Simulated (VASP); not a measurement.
# SbSe3 (I4/mmm) in VASP: a series of runs

SbSe3 is run at these levels: PBE; tasks: single point, relaxation of cell and atoms.

Program: VASP 6.6.1. These are calculated values, not measurements. Logs are shortened: lines on timing, memory, paths and dates and some standing lists are left out, and cuts for length are marked.

## 1. The cell of the first run

The structure is tetragonal, space group I4/mmm (No. 139). The conventional cell has a = 3.921 Å, b = 3.921 Å, c = 13.558 Å, α = 90.00°, β = 90.00°, γ = 90.00°. Within 3.7 Å of Sb (site symmetry 4/mmm) lie 4 Se at 2.77 Å. Se (site symmetry 4/mmm) has 4 Sb at 2.77 Å within 3.7 Å. Se (site symmetry -4m2) has 4 Se at 2.77 Å within 3.7 Å.

## 2. Single point, PBE

Contents of INCAR:

```
  PREC = Accurate
  ENCUT = 520
  EDIFF = 1E-6
  ISMEAR = 0
  SIGMA = 0.1
  LREAL = F
  LASPH = T
  NELM = 100
  ALGO = Normal
  ISIF = 2
  LWAVE = F
  LCHARG = F
  GGA = PE
  NBANDS = 20
```

Contents of KPOINTS:

```
regular mesh
0
Gamma
  6 6 6
```

Contents of POSCAR:

```
SbSe3
1.0
   -1.9604437109      1.9604437109      6.7790086516
    1.9604437109     -1.9604437109      6.7790086516
    1.9604437109      1.9604437109     -6.7790086516
Sb Se
1 3
Direct
    0.0000000000      0.0000000000      0.0000000000
    0.5000000000      0.5000000000      0.0000000000
    0.2500000000      0.7500000000      0.5000000000
    0.7500000000      0.2500000000      0.5000000000
```

Potentials or basis: VASP PAW PBE potentials, release 64 (Sb, Se).

Launch:

```sh
cat potpaw_PBE.64/Sb/POTCAR potpaw_PBE.64/Se/POTCAR > POTCAR
mpirun -np 1 vasp_std > vasp.out
```

OUTCAR:

```text
PREC = Accurate
   ENCUT = 520
   EDIFF = 1E-6
   ISMEAR = 0
   LREAL = F
   LASPH = T
   NELM = 100
   ISIF = 2
   GGA = PE

 ion  position               nearest neighbor table
   1  0.000  0.000  0.000-   2 2.77   2 2.77   2 2.77   2 2.77
   2  0.500  0.500  0.000-   1 2.77   1 2.77   1 2.77   1 2.77
   3  0.250  0.750  0.500-   4 2.77   4 2.77   4 2.77   4 2.77
   4  0.750  0.250  0.500-   3 2.77   3 2.77   3 2.77   3 2.77

  LATTYP: Found a body centered tetragonal cell.
 ALAT       =     3.9208874218
 C/A-ratio  =     3.4578950744

  Lattice vectors:

 A1 = (  -1.9604437109,   1.9604437109,   6.7790086516)
 A2 = (   1.9604437109,  -1.9604437109,   6.7790086516)
 A3 = (   1.9604437109,   1.9604437109,  -6.7790086516)

Analysis of symmetry for initial positions (statically):
=====================================================================
 Subroutine PRICEL returns:
 Original cell was already a primitive cell.

 Routine SETGRP: Setting up the symmetry group for a
 body centered tetragonal supercell.

 Subroutine GETGRP returns: Found 16 space group operations
 (whereof 16 operations were pure point group operations)
 out of a pool of 16 trial point group operations.

The static configuration has the point symmetry D_4h.

Analysis of symmetry for dynamics (positions and initial velocities):
=====================================================================
 Subroutine PRICEL returns:
 Original cell was already a primitive cell.

 Routine SETGRP: Setting up the symmetry group for a
 body centered tetragonal supercell.

 Subroutine GETGRP returns: Found 16 space group operations
 (whereof 16 operations were pure point group operations)
 out of a pool of 16 trial point group operations.

The dynamic configuration has the point symmetry D_4h.

 Subroutine INISYM returns: Found 16 space group operations
 (whereof 16 operations are pure point group operations),
 and found     1 'primitive' translations

----------------------------------------------------------------------------------------

                                     Primitive cell

  volume of cell :     104.2161

  direct lattice vectors                    reciprocal lattice vectors
    -1.960443711  1.960443711  6.779008652     0.000000000  0.255044303  0.073757097
     1.960443711 -1.960443711  6.779008652     0.255044303  0.000000000  0.073757097
     1.960443711  1.960443711 -6.779008652     0.255044303  0.255044303  0.000000000

  length of vectors
     7.324045152  7.324045152  7.324045152     0.265495209  0.265495209  0.360687112

  position of ions in fractional coordinates (direct lattice)
     0.000000000  0.000000000  0.000000000
     0.500000000  0.500000000  0.000000000
     0.250000000  0.750000000  0.500000000
     0.750000000  0.250000000  0.500000000

  ion indices of the primitive-cell ions
   primitive index   ion index
                 1           1
                 2           2
                 3           3
                 4           4

----------------------------------------------------------------------------------------

 KPOINTS: regular mesh

Automatic generation of k-mesh.
 Grid dimensions read from file:
 generate k-points for:    6    6    6

 Generating k-lattice:

  Cartesian coordinates                     Fractional coordinates (reciprocal lattice)
     0.000000000  0.042507384  0.012292850     0.166666667  0.000000000  0.000000000
     0.042507384  0.000000000  0.012292850     0.000000000  0.166666667  0.000000000
     0.042507384  0.042507384  0.000000000     0.000000000  0.000000000  0.166666667

  Length of vectors
     0.044249201  0.044249201  0.060114519

  Shift w.r.t. Gamma in fractional coordinates (k-lattice)
     0.000000000  0.000000000  0.000000000

 Subroutine IBZKPT returns following result:
 ===========================================

 Found     30 irreducible k-points:

 Following reciprocal coordinates:
            Coordinates               Weight
  0.000000  0.000000  0.000000      1.000000
  0.166667  0.000000 -0.000000      8.000000
  0.333333 -0.000000  0.000000      8.000000
  0.500000  0.000000  0.000000      4.000000
  0.166667  0.166667 -0.000000      8.000000
  0.333333  0.166667  0.000000     16.000000
[... 16 lines left out ...]
 -0.333333 -0.333333  0.166667      8.000000
 -0.166667 -0.333333  0.166667      8.000000
 [... further k-points ...]
   k-points           NKPTS =     30   k-points in BZ     NKDIM =     30   number of bands    NBANDS=     20
   number of dos      NEDOS =    301   number of ions     NIONS =      4
   total plane-waves  NPLWV = 157464
   dimension x,y,z NGX =    54 NGY =   54 NGZ =   54
   dimension x,y,z NGXF=   108 NGYF=  108 NGZF=  108
   ions per type =               1   3
   NGX,Y,Z   is equivalent  to a cutoff of  12.26, 12.26, 12.26 a.u.
   NGXF,Y,Z  is equivalent  to a cutoff of  24.51, 24.51, 24.51 a.u.
 SYSTEM =  unknown system
   PREC   = accura    normal or accurate (medium, high low for compatibility)
   ISTART =      0    job   : 0-new  1-cont  2-samecut
   ICHARG =      2    charge: 1-file 2-atom 10-const
   ISPIN  =      1    spin polarized calculation?
   LNONCOLLINEAR =      F non collinear calculations
   LSORBIT =      F    spin-orbit coupling
   LASPH  =      T    aspherical Exc in radial PAW
   ENCUT  =  520.0 eV  38.22 Ry    6.18 a.u.  13.62 13.62 13.62*2*pi/ulx,y,z
   NELM   =    100;   NELMIN=  2; NELMDL= -5     # of ELM steps
   EDIFF  = 0.1E-05   stopping-criterion for ELM
   LREAL  =      F    real-space projection
   EDIFFG = 0.1E-04   stopping-criterion for IOM
   NSW    =      0    number of steps for IOM
   IBRION =     -1    ionic relax: 0-MD 1-quasi-New 2-CG
   NFREE  =      0    steps in history (QN), initial steepest desc. (CG)
   ISIF   =      2    stress and relaxation
   ISYM   =      2    0-nonsym 1-usesym 2-fastsym
   POTIM  = 0.5000    time-step for ionic-motion
   TEBEG  =    0.0;   TEEND  =   0.0 temperature during run
   PSTRESS=    0.0 pullay stress
   NELECT =      23.0000    total number of electrons
   NUPDOWN=      -1.0000    fix difference up-down
   EMIN   =  10.00;   EMAX   =-10.00  energy-range for DOS
   EFERMI =   0.00;   METHOD = LEGACY
   ISMEAR =     0;   SIGMA  =   0.10  broadening in eV -4-tet -1-fermi 0-gaus
   EFERMI_NEDOS =   21; number of points for ismear=-14 and -15
   IALGO  =     38    algorithm
   IMIX   =      4    mixing-type and parameters
     AMIX     =   0.40;   BMIX     =  1.00
     AMIX_MAG =   1.60;   BMIX_MAG =  1.00
  volume/ion in A,a.u.               =      26.05       175.82
  Fermi-wavevector in a.u.,A,eV,Ry     =   0.989325  1.869554 13.316901  0.978765
  Thomas-Fermi vector in A             =   2.120916
   LORBIT       =      0    0 simple, 1 ext, 2 COOP (PROOUT), +10 PAW based schemes
   GGA     = PE    functional components
   LHFCALC =     F    Hartree Fock is set to
   AEXX    =    0.0000 exact exchange contribution
   IVDW    =     0    specifies the selected vdW correction
   LEPSILON=     F    determine dielectric tensor
   LRPA    =     F    only Hartree local field effects (RPA)
 non-spin polarized calculation
 Gauss-broadening in eV      SIGMA  =   0.10
  energy-cutoff  :      520.00
  volume of cell :      104.22
 maximum number of plane-waves:      2822
   NGX = 27   NGY = 27   NGZ = 27

 number of electron      22.9999998 magnetization

 Free energy of the ion-electron system (eV)
  ---------------------------------------------------
  ext. energy  EPLUGINS =         0.00000000
  ---------------------------------------------------
  free energy    TOTEN  =       -13.72416968 eV

  energy without entropy =      -13.70293140  energy(sigma->0) =      -13.71355054

 E-fermi :   4.4836     XC(G=0):  -9.5130

 val. band max:        4.4573693465   @ k =   0.5000   0.3333   0.0000
 cond. band min:       4.4873595406   @ k =  -0.3333   0.5000   0.3333
 fundamental gap:      0.0299901941
 Fermi energy:         4.4836270273

 k-point     1 :       0.0000    0.0000    0.0000
  band No.  band energies     occupation
      1     -10.4043      2.00000
      2      -9.7228      2.00000
      3      -5.4796      2.00000
      4      -2.5109      2.00000
      5      -0.7910      2.00000
      6       0.5575      2.00000
[... 12 lines left out ...]
     19       9.5891      0.00000
     20      12.8376      0.00000

 k-point     2 :       0.1667    0.0000   -0.0000
  band No.  band energies     occupation
      1     -10.1796      2.00000
      2      -9.5426      2.00000
      3      -5.9975      2.00000
      4      -3.5281      2.00000
      5      -0.4903      2.00000
      6       0.7983      2.00000
[... 12 lines left out ...]
     19      10.1544      0.00000
     20      12.2670      0.00000

 k-point     3 :       0.3333   -0.0000    0.0000
  band No.  band energies     occupation
      1      -9.5423      2.00000
      2      -9.0623      2.00000
      3      -7.1507      2.00000
      4      -5.0555      2.00000
      5       0.3799      2.00000
      6       1.5183      2.00000
[... 12 lines left out ...]
     19      12.0265      0.00000
     20      12.2747      0.00000

 k-point     4 :       0.5000    0.0000    0.0000
  band No.  band energies     occupation
      1      -8.9473      2.00000
      2      -8.3800      2.00000
      3      -8.3109      2.00000
      4      -5.7974      2.00000
      5       1.5845      2.00000
      6       1.8169      2.00000
[... 12 lines left out ...]
     19      13.8400      0.00000
     20      13.8670      0.00000

 k-point     5 :       0.1667    0.1667   -0.0000
  band No.  band energies     occupation
      1      -9.9450      2.00000
      2      -9.3908      2.00000
      3      -6.3208      2.00000
      4      -3.9153      2.00000
      5      -0.2437      2.00000
      6      -0.0976      2.00000
[... 12 lines left out ...]
     19      10.7240      0.00000
     20      11.2560      0.00000
[... 353 lines left out ...]
      6       0.1431      2.00000
[... 12 lines left out ...]
     19      12.1568      0.00000
     20      12.5508      0.00000

 k-point    22 :      -0.1667    0.5000    0.1667
  band No.  band energies     occupation
      1      -9.4524      2.00000
      2      -9.1678      2.00000
      3      -7.1579      2.00000
      4      -5.0511      2.00000
      5       0.9048      2.00000
      6       1.4229      2.00000
[... 12 lines left out ...]
     19      12.2112      0.00000
     20      12.4522      0.00000

 k-point    23 :      -0.3333   -0.3333    0.1667
  band No.  band energies     occupation
      1      -9.8551      2.00000
      2      -9.5006      2.00000
      3      -6.3226      2.00000
      4      -3.9386      2.00000
      5      -0.2191      2.00000
      6       0.0527      2.00000
[... 12 lines left out ...]
     19      11.5559      0.00000
     20      11.7600      0.00000

 k-point    24 :      -0.1667   -0.3333    0.1667
  band No.  band energies     occupation
      1     -10.1134      2.00000
      2      -9.6277      2.00000
      3      -5.9994      2.00000
      4      -3.5438      2.00000
      5      -0.0961      2.00000
      6       0.6798      2.00000
[... 12 lines left out ...]
     19      11.0785      0.00000
     20      11.9728      0.00000

 [... further k-points ...]
[... 5 lines left out ...]
  --------------------------------------------------------------------------------------
  -------------------------------------------------------------------------------------
  Total        0.0174762      0.0174762      0.1561138      0.0000000      0.0000000      0.0000000
  in kB        0.2686728      0.2686728      2.4000313      0.0000000      0.0000000      0.0000000
  external PRESSURE =       0.9791256 kB  Pullay stress =       0.0000000 kB

 VOLUME and BASIS-vectors are now :
 -----------------------------------------------------------------------------
  energy-cutoff  :      520.00
  volume of cell :      104.22
      direct lattice vectors                 reciprocal lattice vectors
    -1.960443711  1.960443711  6.779008652     0.000000000  0.255044303  0.073757097
     1.960443711 -1.960443711  6.779008652     0.255044303  0.000000000  0.073757097
     1.960443711  1.960443711 -6.779008652     0.255044303  0.255044303  0.000000000

 POSITION                                       TOTAL-FORCE (eV/Angst)
 -----------------------------------------------------------------------------------
      0.00000      0.00000      0.00000        -0.000000      0.000000     -0.000000
      0.00000      0.00000      6.77901        -0.000000      0.000000     -0.000000
      1.96044      0.00000      3.38950        -0.000000     -0.000000     -0.000000
      0.00000      1.96044      3.38950         0.000000      0.000000      0.000000
 -----------------------------------------------------------------------------------
    total drift:                               -0.000000      0.000000     -0.000000

  FREE ENERGIE OF THE ION-ELECTRON SYSTEM (eV)
  ---------------------------------------------------
  free  energy   TOTEN  =       -13.7241696752 eV

  energy  without entropy=      -13.7029314030  energy(sigma->0) =      -13.71355054
```

Run time: 64 s. Hardware: 1 thread of Intel Xeon 6975P-C (Granite Rapids), shared host; peak memory 0.38 GiB.

What came out:

| Quantity | Value |
| --- | --- |
| Free energy | -13.7242 eV |
| Pressure | 0.1 GPa |
| Band gap on the k mesh | zero (an odd number of electrons rules out a gap without spin polarisation) |

Caveat: spin-orbit coupling is left out, which moves the levels of the heavy elements.

(Continued in part 2 of 3.)

The gap in the log of VASP goes by the Fermi energy; the results here count the filled bands.